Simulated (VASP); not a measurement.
# TiO2 (P4_2/mnm) in VASP: notebook

TiO2 is run at these levels: PBEsol; tasks: single point, relaxation of cell and atoms.

All numbers are computed with VASP 6.6.1; they aren't measurements. Logs are shortened: lines on timing, memory, paths and dates and some standing lists are left out, and cuts for length are marked.

**1. The cell of the first run**

It takes space group P4_2/mnm (No. 136, tetragonal). Conventional cell: a = 4.591 Å, b = 4.591 Å, c = 2.939 Å, α = 90.00°, β = 90.00°, γ = 90.00°. Ti (site symmetry mmm) has 6 O at 1.94 to 1.98 Å within 2.6 Å. Within 2.6 Å of O (site symmetry m2m) lie 3 Ti at 1.94 to 1.98 Å and 1 O at 2.54 Å.

**2. Single point, PBEsol**

Contents of INCAR:

```
  PREC = Accurate
  ENCUT = 520
  EDIFF = 1E-6
  ISMEAR = 0
  SIGMA = 0.02
  LREAL = False
  LASPH = True
  NELM = 80
  ALGO = Normal
  ISIF = 2
  LWAVE = False
  LCHARG = False
  GGA = PS
  NBANDS = 33
```

Contents of KPOINTS:

```
regular mesh
0
Gamma
  6 6 10
```

Contents of POSCAR:

```
TiO2
1.0
    4.5912433041      0.0000000000      0.0000000000
    0.0000000000      4.5912433041      0.0000000000
    0.0000000000      0.0000000000      2.9390135258
Ti O
2 4
Direct
    0.5000000000      0.5000000000      0.0000000000
    0.0000000000      0.0000000000      0.5000000000
    0.6955605226      0.6955605226      0.5000000000
    0.8044394774      0.1955605226      0.0000000000
    0.1955605226      0.8044394774      0.0000000000
    0.3044394774      0.3044394774      0.5000000000
```

Potentials or basis: VASP PAW PBE potentials, release 64 (Ti_sv, O).

The run is started by

```sh
$ cat potpaw_PBE.64/Ti_sv/POTCAR potpaw_PBE.64/O/POTCAR > POTCAR
$ mpirun -np 1 vasp_std > vasp.out
```

OUTCAR:

```text
PREC = Accurate
   ENCUT = 520
   EDIFF = 1E-6
   ISMEAR = 0
   LREAL = False
   LASPH = True
   NELM = 80
   ISIF = 2
   GGA = PS

 ion  position               nearest neighbor table
   1  0.500  0.500  0.000-   3 1.94   6 1.94   3 1.94   6 1.94   5 1.98   4 1.98
   2  0.000  0.000  0.500-   4 1.94   5 1.94   4 1.94   5 1.94   3 1.98   6 1.98
   3  0.696  0.696  0.500-   1 1.94   1 1.94   2 1.98
   4  0.804  0.196  0.000-   2 1.94   2 1.94   1 1.98
   5  0.196  0.804  0.000-   2 1.94   2 1.94   1 1.98
   6  0.304  0.304  0.500-   1 1.94   1 1.94   2 1.98

  LATTYP: Found a simple tetragonal cell.
 ALAT       =     4.5912433041
 C/A-ratio  =     0.6401345629

  Lattice vectors:

 A1 = (   4.5912433041,   0.0000000000,   0.0000000000)
 A2 = (   0.0000000000,   4.5912433041,   0.0000000000)
 A3 = (   0.0000000000,   0.0000000000,   2.9390135258)

Analysis of symmetry for initial positions (statically):
=====================================================================
 Subroutine PRICEL returns:
 Original cell was already a primitive cell.

 Routine SETGRP: Setting up the symmetry group for a
 simple tetragonal supercell.

 Subroutine GETGRP returns: Found 16 space group operations
 (whereof  8 operations were pure point group operations)
 out of a pool of 16 trial point group operations.

The static configuration has the point symmetry D_2h.
 The point group associated with its full space group is D_4h.

Analysis of symmetry for dynamics (positions and initial velocities):
=====================================================================
 Subroutine PRICEL returns:
 Original cell was already a primitive cell.

 Routine SETGRP: Setting up the symmetry group for a
 simple tetragonal supercell.

 Subroutine GETGRP returns: Found 16 space group operations
 (whereof  8 operations were pure point group operations)
 out of a pool of 16 trial point group operations.

The dynamic configuration has the point symmetry D_2h.
 The point group associated with its full space group is D_4h.

 Subroutine INISYM returns: Found 16 space group operations
 (whereof  8 operations are pure point group operations),
 and found     1 'primitive' translations

----------------------------------------------------------------------------------------

                                     Primitive cell

  volume of cell :      61.9530

  direct lattice vectors                    reciprocal lattice vectors
     4.591243304  0.000000000  0.000000000     0.217805926  0.000000000  0.000000000
     0.000000000  4.591243304  0.000000000     0.000000000  0.217805926  0.000000000
     0.000000000  0.000000000  2.939013526     0.000000000  0.000000000  0.340250220

  length of vectors
     4.591243304  4.591243304  2.939013526     0.217805926  0.217805926  0.340250220

  position of ions in fractional coordinates (direct lattice)
     0.500000000  0.500000000  0.000000000
     0.000000000  0.000000000  0.500000000
     0.695560523  0.695560523  0.500000000
     0.804439477  0.195560523  0.000000000
     0.195560523  0.804439477  0.000000000
     0.304439477  0.304439477  0.500000000

  ion indices of the primitive-cell ions
   primitive index   ion index
                 1           1
                 2           2
                 3           3
                 4           4
                 5           5
                 6           6

----------------------------------------------------------------------------------------

 KPOINTS: regular mesh

Automatic generation of k-mesh.
 Grid dimensions read from file:
 generate k-points for:    6    6   10

 Generating k-lattice:

  Cartesian coordinates                     Fractional coordinates (reciprocal lattice)
     0.036300988  0.000000000  0.000000000     0.166666667  0.000000000  0.000000000
     0.000000000  0.036300988  0.000000000     0.000000000  0.166666667  0.000000000
     0.000000000  0.000000000  0.034025022     0.000000000  0.000000000  0.100000000

  Length of vectors
     0.036300988  0.036300988  0.034025022

  Shift w.r.t. Gamma in fractional coordinates (k-lattice)
     0.000000000  0.000000000  0.000000000

 Subroutine IBZKPT returns following result:
 ===========================================

 Found     60 irreducible k-points:

 Following reciprocal coordinates:
            Coordinates               Weight
  0.000000  0.000000  0.000000      1.000000
  0.166667  0.000000  0.000000      4.000000
  0.333333  0.000000  0.000000      4.000000
  0.500000  0.000000  0.000000      2.000000
  0.166667  0.166667  0.000000      4.000000
  0.333333  0.166667  0.000000      8.000000
[... 16 lines left out ...]
  0.333333  0.000000  0.200000      8.000000
  0.500000  0.000000  0.200000      4.000000
 [... further k-points ...]
   k-points           NKPTS =     60   k-points in BZ     NKDIM =     60   number of bands    NBANDS=     33
   number of dos      NEDOS =    301   number of ions     NIONS =      6
   total plane-waves  NPLWV =  31104
   dimension x,y,z NGX =    36 NGY =   36 NGZ =   24
   dimension x,y,z NGXF=    72 NGYF=   72 NGZF=   48
   ions per type =               2   4
   NGX,Y,Z   is equivalent  to a cutoff of  13.04, 13.04, 13.58 a.u.
   NGXF,Y,Z  is equivalent  to a cutoff of  26.07, 26.07, 27.15 a.u.
 SYSTEM =  unknown system
   PREC   = accura    normal or accurate (medium, high low for compatibility)
   ISTART =      0    job   : 0-new  1-cont  2-samecut
   ICHARG =      2    charge: 1-file 2-atom 10-const
   ISPIN  =      1    spin polarized calculation?
   LNONCOLLINEAR =      F non collinear calculations
   LSORBIT =      F    spin-orbit coupling
   LASPH  =      T    aspherical Exc in radial PAW
   ENCUT  =  520.0 eV  38.22 Ry    6.18 a.u.   8.54  8.54  5.46*2*pi/ulx,y,z
   NELM   =     80;   NELMIN=  2; NELMDL= -5     # of ELM steps
   EDIFF  = 0.1E-05   stopping-criterion for ELM
   LREAL  =      F    real-space projection
   EDIFFG = 0.1E-04   stopping-criterion for IOM
   NSW    =      0    number of steps for IOM
   IBRION =     -1    ionic relax: 0-MD 1-quasi-New 2-CG
   NFREE  =      0    steps in history (QN), initial steepest desc. (CG)
   ISIF   =      2    stress and relaxation
   ISYM   =      2    0-nonsym 1-usesym 2-fastsym
   POTIM  = 0.5000    time-step for ionic-motion
   TEBEG  =    0.0;   TEEND  =   0.0 temperature during run
   PSTRESS=    0.0 pullay stress
   NELECT =      48.0000    total number of electrons
   NUPDOWN=      -1.0000    fix difference up-down
   EMIN   =  10.00;   EMAX   =-10.00  energy-range for DOS
   EFERMI =   0.00;   METHOD = LEGACY
   ISMEAR =     0;   SIGMA  =   0.02  broadening in eV -4-tet -1-fermi 0-gaus
   EFERMI_NEDOS =   21; number of points for ismear=-14 and -15
   IALGO  =     38    algorithm
   IMIX   =      4    mixing-type and parameters
     AMIX     =   0.40;   BMIX     =  1.00
     AMIX_MAG =   1.60;   BMIX_MAG =  1.00
  volume/ion in A,a.u.               =      10.33        69.68
  Fermi-wavevector in a.u.,A,eV,Ry     =   1.503608  2.841406 30.760538  2.260836
  Thomas-Fermi vector in A             =   2.614696
   LORBIT       =      0    0 simple, 1 ext, 2 COOP (PROOUT), +10 PAW based schemes
   GGA     = PS    functional components
   LHFCALC =     F    Hartree Fock is set to
   AEXX    =    0.0000 exact exchange contribution
   IVDW    =     0    specifies the selected vdW correction
   LEPSILON=     F    determine dielectric tensor
   LRPA    =     F    only Hartree local field effects (RPA)
 non-spin polarized calculation
 Gauss-broadening in eV      SIGMA  =   0.02
  energy-cutoff  :      520.00
  volume of cell :       61.95
 maximum number of plane-waves:      1696
 NGX is ok and might be reduce to    36
   NGX = 17   NGY = 17   NGZ = 11

 number of electron      48.0000020 magnetization

 Free energy of the ion-electron system (eV)
  ---------------------------------------------------
  ext. energy  EPLUGINS =         0.00000000
  ---------------------------------------------------
  free energy    TOTEN  =       -56.09834041 eV

  energy without entropy =      -56.09834041  energy(sigma->0) =      -56.09834041

 E-fermi :   5.0041     XC(G=0): -11.7426

 val. band max:        4.8011797142   @ k =   0.0000   0.0000   0.0000
 cond. band min:       6.6423637426   @ k =   0.0000   0.0000   0.0000
 fundamental gap:      1.8411840283
 Fermi energy:         5.0040635433

 k-point     1 :       0.0000    0.0000    0.0000
  band No.  band energies     occupation
      1     -51.8214      2.00000
      2     -51.8031      2.00000
      3     -28.2522      2.00000
      4     -28.2522      2.00000
      5     -28.0776      2.00000
      6     -28.0776      2.00000
[... 25 lines left out ...]
     32      11.5257      0.00000
     33      11.5685      0.00000

 k-point     2 :       0.1667    0.0000    0.0000
  band No.  band energies     occupation
      1     -51.8202      2.00000
      2     -51.8043      2.00000
      3     -28.2428      2.00000
      4     -28.2419      2.00000
      5     -28.0891      2.00000
      6     -28.0881      2.00000
[... 25 lines left out ...]
     32      11.4297      0.00000
     33      11.4499      0.00000

 k-point     3 :       0.3333    0.0000    0.0000
  band No.  band energies     occupation
      1     -51.8168      2.00000
      2     -51.8077      2.00000
      3     -28.2178      2.00000
      4     -28.2153      2.00000
      5     -28.1179      2.00000
      6     -28.1154      2.00000
[... 25 lines left out ...]
     32      11.2392      0.00000
     33      11.2821      0.00000

 k-point     4 :       0.5000    0.0000    0.0000
  band No.  band energies     occupation
      1     -51.8122      2.00000
      2     -51.8122      2.00000
      3     -28.1953      2.00000
      4     -28.1953      2.00000
      5     -28.1391      2.00000
      6     -28.1391      2.00000
[... 673 lines left out ...]
     32      10.8070      0.00000
     33      11.0211      0.00000

 k-point    23 :       0.3333    0.0000    0.2000
  band No.  band energies     occupation
      1     -51.8005      2.00000
      2     -51.7930      2.00000
      3     -28.2204      2.00000
      4     -28.1992      2.00000
      5     -28.1732      2.00000
      6     -28.1583      2.00000
[... 25 lines left out ...]
     32      10.4064      0.00000
     33      11.0185      0.00000

 k-point    24 :       0.5000    0.0000    0.2000
  band No.  band energies     occupation
      1     -51.7968      2.00000
      2     -51.7968      2.00000
      3     -28.2121      2.00000
      4     -28.2121      2.00000
      5     -28.1524      2.00000
      6     -28.1524      2.00000
[... 25 lines left out ...]
     32      10.2205      0.00000
     33      11.4104      0.00000

 [... further k-points ...]
[... 5 lines left out ...]
  --------------------------------------------------------------------------------------
  -------------------------------------------------------------------------------------
  Total        0.2214922      0.2214922      0.3354489      0.0000000      0.0000000      0.0000000
  in kB        5.7280510      5.7280510      8.6751044      0.0000000      0.0000000      0.0000000
  external PRESSURE =       6.7104021 kB  Pullay stress =       0.0000000 kB

 VOLUME and BASIS-vectors are now :
 -----------------------------------------------------------------------------
  energy-cutoff  :      520.00
  volume of cell :       61.95
      direct lattice vectors                 reciprocal lattice vectors
     4.591243304  0.000000000  0.000000000     0.217805926  0.000000000  0.000000000
     0.000000000  4.591243304  0.000000000     0.000000000  0.217805926  0.000000000
     0.000000000  0.000000000  2.939013526     0.000000000  0.000000000  0.340250220

 POSITION                                       TOTAL-FORCE (eV/Angst)
 -----------------------------------------------------------------------------------
      2.29562      2.29562      0.00000         0.000000      0.000000      0.000000
      0.00000      0.00000      1.46951         0.000000      0.000000      0.000000
      3.19349      3.19349      1.46951         0.017680      0.017680      0.000000
      3.69338      0.89787      0.00000        -0.017680      0.017680      0.000000
      0.89787      3.69338      0.00000         0.017680     -0.017680      0.000000
      1.39776      1.39776      1.46951        -0.017680     -0.017680      0.000000
 -----------------------------------------------------------------------------------
    total drift:                                0.000000      0.000000     -0.000000

  FREE ENERGIE OF THE ION-ELECTRON SYSTEM (eV)
  ---------------------------------------------------
  free  energy   TOTEN  =       -56.0983404106 eV

  energy  without entropy=      -56.0983404106  energy(sigma->0) =      -56.09834041
```

Run time: 54 s. Hardware: 1 thread of Intel Xeon Platinum 8488C (Sapphire Rapids), shared host; peak memory 0.23 GiB.

What came out:

```yaml
Free_energy: -56.0983 eV
Pressure: 0.7 GPa
Largest_force: 0.025 eV/Å
Band_gap_on_the_k_mesh: 1.84 eV
```

Forces on the atoms (eV/Å):
```
Ti   0.000  0.000  0.000
Ti   0.000  0.000  0.000
O    0.018  0.018  0.000
O   -0.018  0.018  0.000
O    0.018 -0.018  0.000
O   -0.018 -0.018  0.000
```

Caveat: the PAW data sets were made with another functional, which shifts forces and pressure a little.

**3. Relaxation of cell and atoms, PBEsol**

This run uses another cell than the first one, of 10.44 Å³/atom.

Contents of INCAR:

```
ALGO = Normal
EDIFF = 1E-6
EDIFFG = -0.005
ENCUT = 600
GGA = PS
IBRION = 2
ISIF = 3
ISMEAR = 0
LASPH = True
LCHARG = False
LREAL = False
LWAVE = False
NELM = 100
NSW = 100
PREC = Accurate
SIGMA = 0.02
```

Contents of KPOINTS:

```
k-points
0
Gamma
  6 6 10
```

Contents of POSCAR:

```
TiO2
1.0
    4.5998373200      0.0000000000      0.0000000000
    0.0000000000      4.5998373200      0.0000000000
    0.0000000000      0.0000000000      2.9592135600
Ti O
2 4
Direct
    0.5000000000      0.5000000000      0.0000000000
    0.0000000000      0.0000000000      0.5000000000
    0.6956786800      0.6956786800      0.5000000000
    0.8043213200      0.1956786800      0.0000000000
    0.1956786800      0.8043213200      0.0000000000
    0.3043213200      0.3043213200      0.5000000000
```

Potentials or basis: VASP PAW PBE potentials, release 64 (Ti_sv, O).

The run is started by

```sh
$ cat potpaw_PBE.64/Ti_sv/POTCAR potpaw_PBE.64/O/POTCAR > POTCAR
$ mpirun -np 1 vasp_std > vasp.out
```

Wall time 3.2 min (1 thread of Intel Xeon Platinum 8488C (Sapphire Rapids), shared host); peak memory 0.26 GiB.

It converged, with:

| Item | Value |
| --- | --- |
| Free energy | -56.1084 eV |
| Relaxed volume | 10.34 Å³/atom |
| Relaxed cell | a = 4.593 Å, b = 4.593 Å, c = 2.941 Å, α = 90.00°, β = 90.00°, γ = 90.00° |
| Space group after relaxing (to 0.1 Å) | P4_2/mnm (No. 136) |
| Energy gained by relaxing | 0.9 meV/atom |
| Ionic steps | 5 |
| Pressure after relaxing | 0.0 GPa |
| Largest force after relaxing | 0.004 eV/Å |
| Band gap on the k mesh | 1.83 eV |

Forces in eV/Å, atoms in the order of the input:
```
Ti   0.000  0.000  0.000
Ti   0.000  0.000  0.000
O   -0.003 -0.003  0.000
O    0.003 -0.003  0.000
O   -0.003  0.003  0.000
O    0.003  0.003  0.000
```

Step by step:
| step | energy change (eV) | largest force (eV/Å) | pressure (GPa) | volume (Å³) |
| --- | --- | --- | --- | --- |
| 1 | 0.0000 | 0.0479 | -2.35 | 62.61 |
| 2 | 0.0042 | 0.1179 | 3.49 | 61.23 |
| 3 | -0.0050 | 0.0192 | 0.06 | 62.02 |
| 4 | -0.0052 | 0.0027 | 0.03 | 62.04 |
| 5 | -0.0052 | 0.0043 | 0.00 | 62.05 |

Final structure:
```
Ti O
1.0
     4.59287    0.00000    0.00000
     0.00000    4.59287    0.00000
     0.00000    0.00000    2.94137
Ti O
2 4
Direct
  0.50000 0.50000 0.00000
  0.00000 0.00000 0.50000
  0.69571 0.69571 0.50000
  0.80429 0.19571 0.00000
  0.19571 0.80429 0.00000
  0.30429 0.30429 0.50000
```

Levels at points of the mesh, in eV from the valence-band top:
| k point | band 20 | band 21 | band 22 | band 23 | band 24 | band 25 | band 26 | band 27 | band 28 |
| --- | --- | --- | --- | --- | --- | --- | --- | --- | --- |
| (0.00, 0.00, 0.00) | -1.97 | -0.69 | -0.46 | -0.46 | 0.00 | 1.83 | 2.11 | 2.41 | 2.50 |
| (0.50, 0.00, 0.00) | -3.10 | -1.64 | -1.64 | -0.76 | -0.76 | 2.51 | 2.51 | 3.04 | 3.04 |
| (0.50, 0.50, 0.00) | -2.25 | -1.30 | -1.30 | -1.09 | -1.09 | 1.87 | 1.87 | 2.53 | 2.53 |
| (0.00, 0.00, 0.50) | -2.81 | -2.43 | -2.43 | -1.45 | -1.45 | 2.98 | 2.98 | 3.22 | 3.22 |
| (0.50, 0.00, 0.50) | -2.41 | -2.08 | -2.08 | -1.06 | -1.06 | 1.88 | 1.88 | 3.25 | 3.25 |
| (0.50, 0.50, 0.50) | -2.78 | -1.31 | -1.31 | -0.68 | -0.68 | 2.59 | 2.59 | 3.20 | 3.20 |

Caveat: the PAW data sets were made with another functional, which shifts forces and pressure a little. A k mesh can miss the band edges.
